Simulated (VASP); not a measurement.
# AlSi40H16Cl3 in VASP: a series of runs, part 2 of 3

VASP 6.6.1. The steps go on from the part before.

### Step 3. Single point, PBE

The input, INCAR:

```
PREC = Accurate ; ENCUT = 520
EDIFF = 1E-6 ; ISMEAR = -1
SIGMA = 0.02 ; LREAL = Auto
LASPH = T ; NELM = 60
ALGO = Normal ; ISIF = 2
LWAVE = F ; LCHARG = F
GGA = PE ; NBANDS = 136
```

The input, KPOINTS:

```
regular mesh
0
Gamma
  2 1 1
```

The input, POSCAR:

```
AlSi40H16Cl3
1.0
    7.6791800000      0.0000000000      0.0000000000
    0.0000000000     15.3583590000      0.0000000000
    0.0000000000      0.0000000000     18.2555000000
H Si Al Cl
16 40 1 3
Direct
    0.4093920184      0.0000000000      0.0547780121
    0.0906079816      0.0000000000      0.0547780121
    0.9093920184      0.0000000000      0.0547780121
    0.5906079816      0.0000000000      0.0547780121
    0.4093920184      0.2500000163      0.0547780121
    0.0906079816      0.2500000163      0.0547780121
    0.9093920184      0.2500000163      0.0547780121
    0.5906079816      0.2500000163      0.0547780121
    0.4093920184      0.5000000326      0.0547780121
    0.0906079816      0.5000000326      0.0547780121
    0.9093920184      0.5000000326      0.0547780121
    0.5906079816      0.5000000326      0.0547780121
    0.4093920184      0.7499999837      0.0547780121
    0.0906079816      0.7499999837      0.0547780121
    0.9093920184      0.7499999837      0.0547780121
    0.5906079816      0.7499999837      0.0547780121
    0.2500000000      0.0000000000      0.1021883816
    0.7500000000      0.0000000000      0.1021883816
    0.2500000000      0.2500000163      0.1021883816
    0.7500000000      0.2500000163      0.1021883816
    0.2500000000      0.5000000326      0.1021883816
    0.7500000000      0.5000000326      0.1021883816
    0.2500000000      0.7499999837      0.1021883816
    0.7500000000      0.7499999837      0.1021883816
    0.2499859360      0.1248573497      0.1740645833
    0.7498913947      0.1248584566      0.1740198844
    0.2501101680      0.3750007406      0.1774851415
    0.7501463698      0.3751963996      0.1784344444
    0.2496162351      0.6250693189      0.1742360932
    0.7500832120      0.6250307080      0.1744202021
    0.2501315245      0.8749482285      0.1782801348
    0.7501476720      0.8750513645      0.1815964504
   -0.0010329228      0.1225541088      0.2471383419
    0.5008637641      0.1226977439      0.2472074169
    0.0019220802      0.3761908417      0.2541521185
    0.4983795145      0.3762205975      0.2540796472
   -0.0008593365      0.6263919863      0.2477299444
    0.5003650129      0.6266722246      0.2471680863
    0.0059249816      0.8743423044      0.2576149106
    0.4944361247      0.8744215446      0.2575526280
    0.0281850406      0.0039316700      0.3296104188
    0.4721760657      0.0039868192      0.3295753061
    0.0098158918      0.2466431472      0.3235069431
    0.4906603309      0.2467900379      0.3236781244
    0.0138876807      0.5040317133      0.3259941388
    0.4859857433      0.5044761618      0.3252380926
    0.0284181384      0.7450711368      0.3299251185
    0.4725017515      0.7449976264      0.3295484648
    0.2502075742      0.0394818874      0.4184906467
    0.7501985889      0.0468140509      0.3617686725
    0.2501457187      0.1969509894      0.3921621977
    0.7502795871      0.1963310012      0.3674917696
    0.2503762120      0.5492442259      0.3994893046
    0.7497343466      0.5522845247      0.3673449645
    0.2508318597      0.7096693729      0.4185834406
    0.7504643725      0.7022090706      0.3613532908
    0.2635080829      0.4646156533      0.5137695489
    0.0402980527      0.4556839699      0.5811174714
    0.2481081313      0.2737997595      0.4915486292
    0.5114419769      0.4519996570      0.5634912218
```

Potentials or basis: VASP PAW PBE potentials, release 64 (H, Si, Al, Cl).

Launch:

```sh
> cat potpaw_PBE.64/H/POTCAR potpaw_PBE.64/Si/POTCAR potpaw_PBE.64/Al/POTCAR potpaw_PBE.64/Cl/POTCAR > POTCAR
> mpirun -np 1 vasp_std > vasp.out
```

OUTCAR:

```text
PREC = Accurate
   ENCUT = 520
   EDIFF = 1E-6
   ISMEAR = -1
   LREAL = Auto
   LASPH = T
   NELM = 60
   ISIF = 2
   GGA = PE

 ion  position               nearest neighbor table
   1  0.409  0.000  0.055-  17 1.50
   2  0.091  0.000  0.055-  17 1.50
   3  0.909  0.000  0.055-  18 1.50
   4  0.591  0.000  0.055-  18 1.50
   5  0.409  0.250  0.055-  19 1.50
   6  0.091  0.250  0.055-  19 1.50
[... 8 lines left out ...]
  15  0.909  0.750  0.055-  24 1.50
  16  0.591  0.750  0.055-  24 1.50
[... 567 lines left out ...]
  Total       39.1071076      1.4608350     -0.7884361      0.0311365      0.0225225     -0.0027244
  in kB       29.1013331      1.0870721     -0.5867103      0.0231701      0.0167600     -0.0020273
  external PRESSURE =       9.8672317 kB  Pullay stress =       0.0000000 kB

 VOLUME and BASIS-vectors are now :
 -----------------------------------------------------------------------------
  energy-cutoff  :      520.00
  volume of cell :     2153.05
      direct lattice vectors                 reciprocal lattice vectors
     7.679180000  0.000000000  0.000000000     0.130222237  0.000000000  0.000000000
     0.000000000 15.358359000  0.000000000     0.000000000  0.065111123  0.000000000
     0.000000000  0.000000000 18.255500000     0.000000000  0.000000000  0.054778012

 POSITION                                       TOTAL-FORCE (eV/Angst)
 -----------------------------------------------------------------------------------
      3.14379      0.00000      1.00000        -0.633556     -0.059244     -0.019435
      0.69580      0.00000      1.00000         0.633836     -0.059192     -0.018602
      6.98338      0.00000      1.00000        -0.623077     -0.091604      0.017132
      4.53539      0.00000      1.00000         0.622751     -0.095699      0.017389
      3.14379      3.83959      1.00000        -0.640101      0.064431     -0.005685
      0.69580      3.83959      1.00000         0.640567      0.064545     -0.005953
[... 52 lines left out ...]
      1.90527      4.20512      8.97347        -0.000039     -0.016740     -0.023124
      3.92746      6.94197     10.28681        -0.025634     -0.001125     -0.017092
 -----------------------------------------------------------------------------------
    total drift:                               -0.006584     -0.003603      0.022978

  FREE ENERGIE OF THE ION-ELECTRON SYSTEM (eV)
  ---------------------------------------------------
  free  energy   TOTEN  =      -272.1205355285 eV

  energy  without entropy=     -272.1194991111  energy(sigma->0) =     -272.12001732
```

OSZICAR:

```text
N       E                     dE             d eps       ncg     rms          rms(c)
DAV:   1     0.966010879078E+03    0.96601E+03   -0.66857E+04   544   0.110E+03
DAV:   2    -0.148492301932E+03   -0.11145E+04   -0.10699E+04   728   0.197E+02
DAV:   3    -0.276641981590E+03   -0.12815E+03   -0.12604E+03   640   0.633E+01
[... 21 lines left out ...]
DAV:  25    -0.272120519259E+03   -0.31675E-04   -0.34436E-06   560   0.275E-03    0.269E-03
DAV:  26    -0.272120522682E+03   -0.34223E-05   -0.14530E-07   440   0.114E-03    0.169E-03
DAV:  27    -0.272120531784E+03   -0.91020E-05   -0.10866E-06   480   0.176E-03    0.120E-03
DAV:  28    -0.272120534783E+03   -0.29991E-05   -0.30376E-07   448   0.115E-03    0.810E-04
DAV:  29    -0.272120535529E+03   -0.74580E-06   -0.74473E-08   392   0.530E-04
   1 F= -.27212054E+03 E0= -.27212002E+03  d E =-.103642E-02
```

stdout:

```text
POSCAR found type information on POSCAR H SiAlCl
 POSCAR found :  4 types and      60 ions
 scaLAPACK will be used
 LDA part: xc-table for (Slater+PW92), standard interpolation
 POSCAR, INCAR and KPOINTS ok, starting setup
 FFT: planning ... GRIDC
 FFT: planning ... GRID_SOFT
 FFT: planning ... GRID
 WAVECAR not read
 entering main loop
```

It took 41 min on 1 thread of Oxide Virtual Turin-like, shared host; peak memory 2 GiB.

Results:

- Free energy: -272.1205 eV
- Largest force: 0.646 eV/Å
- Band gap on the k mesh: zero (bands 100 and 101 overlap by 0.22 eV)

Forces in eV/Å, atoms in the order of the input:
```
H   -0.634 -0.059 -0.019
H    0.634 -0.059 -0.019
H   -0.623 -0.092  0.017
H    0.623 -0.096  0.017
H   -0.640  0.064 -0.006
H    0.641  0.065 -0.006
H   -0.632  0.075  0.014
H    0.632  0.078  0.015
H   -0.639 -0.074 -0.007
H    0.641 -0.079 -0.009
H   -0.632 -0.084  0.010
H    0.632 -0.084  0.012
H   -0.641  0.063 -0.019
H    0.642  0.070 -0.021
H   -0.625  0.102  0.022
H    0.625  0.099  0.025
Si   0.001 -0.191 -0.089
Si   0.002 -0.304  0.170
Si  -0.002  0.074 -0.100
Si   0.004  0.151  0.026
Si  -0.006 -0.035 -0.113
Si   0.005 -0.075  0.008
Si  -0.009  0.145 -0.088
Si   0.011  0.247  0.211
Si  -0.001 -0.003  0.006
Si   0.000 -0.009  0.006
Si  -0.001  0.001 -0.001
Si  -0.001  0.000 -0.001
Si  -0.003  0.001  0.003
Si   0.001  0.001  0.004
Si  -0.002  0.000 -0.002
Si   0.000 -0.001  0.001
Si  -0.002  0.002 -0.004
Si   0.004  0.003 -0.004
Si   0.003 -0.002  0.000
Si  -0.004 -0.003 -0.001
Si   0.005  0.001 -0.004
Si   0.006 -0.001  0.001
Si   0.003  0.000  0.002
Si  -0.003  0.002  0.001
Si  -0.004  0.000 -0.004
Si   0.003  0.000 -0.001
Si  -0.004 -0.009 -0.002
Si   0.003 -0.010 -0.002
Si  -0.005  0.006 -0.003
Si   0.002  0.000  0.004
Si  -0.006 -0.002 -0.006
Si   0.003  0.000  0.001
Si  -0.001  0.005 -0.015
Si  -0.002  0.004 -0.004
Si   0.000  0.025  0.033
Si   0.001  0.000 -0.001
Si   0.001 -0.002 -0.008
Si  -0.004  0.004 -0.004
Si  -0.001  0.002 -0.010
Si  -0.005 -0.003 -0.005
Al   0.005  0.001  0.029
Cl   0.027  0.003 -0.022
Cl   0.000 -0.017 -0.023
Cl  -0.026 -0.001 -0.017
```

Caveat: the k points lie up to 0.41 Å⁻¹ apart.

(Continued in part 3 of 3.)
